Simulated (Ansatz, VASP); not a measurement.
# Two plane-wave programs on H13C3S2

```
C H S
1.0
     8.75382    0.00000    0.00000
     0.00000    8.75382    0.00000
     0.00000    0.00000    8.75382
C H S
6 26 4
Direct
  0.73526 0.97743 0.10462
  0.61492 0.10044 0.13462
  0.41153 0.54814 0.96577
  0.57143 0.53504 0.89717
  0.63875 0.16100 0.63105
  0.76171 0.05527 0.56695
  0.78991 0.94021 0.21143
  0.68480 0.87588 0.05085
  0.82553 0.01992 0.02809
  0.55797 0.13532 0.02827
  0.52648 0.05846 0.21346
  0.66655 0.20297 0.18524
  0.34298 0.63544 0.90696
  0.34884 0.43970 0.95793
  0.41585 0.57976 0.08715
  0.63978 0.44853 0.95704
  0.56695 0.50269 0.77598
  0.63347 0.64405 0.90449
  0.55237 0.18830 0.54410
  0.57876 0.10834 0.72783
  0.68752 0.26951 0.67109
  0.85094 0.03180 0.65216
  0.71351 0.94486 0.53164
  0.81733 0.10505 0.46586
  0.19734 0.18597 0.74359
  0.16214 0.96685 0.72960
  0.94360 0.49955 0.98120
  0.02116 0.29217 0.00739
  0.26476 0.14430 0.25939
  0.10855 0.02340 0.15743
  0.13885 0.47506 0.48487
  0.99365 0.30827 0.50607
  0.22294 0.06230 0.83492
  0.97646 0.40689 0.10089
  0.13450 0.07275 0.30217
  0.06410 0.40636 0.60281
```

Alike in both runs: functional PBE; dispersion D3(BJ); k mesh 1 × 1 × 1; occupations fermi-dirac, width 0.05 eV; no spin polarisation.

Ansatz relaxed the structure, and its values are those at the end. VASP's run is a single point on that final structure, the one shown.

|  | VASP | Ansatz |
| --- | --- | --- |
| version | VASP 6.6.1 | Ansatz 0.2.0 |
| potentials or method | VASP PAW PBE potentials, release 64 (C_h, H_h, S), cutoff 910 eV | scalar-relativistic, plane waves, PAW |
| valence electrons in the cell | 74 | 74 |

```csv
,VASP,Ansatz,Ansatz less VASP
gap on the k mesh at the Fermi level (eV),4.35,4.32,-0.026
rms of the force components (eV/Å),0.065,0.041,-0.0237
```

Ansatz's warnings: xc potential rough in thin density.

Noted on VASP's run: the cutoff is short for stress, so the pressure is rough.
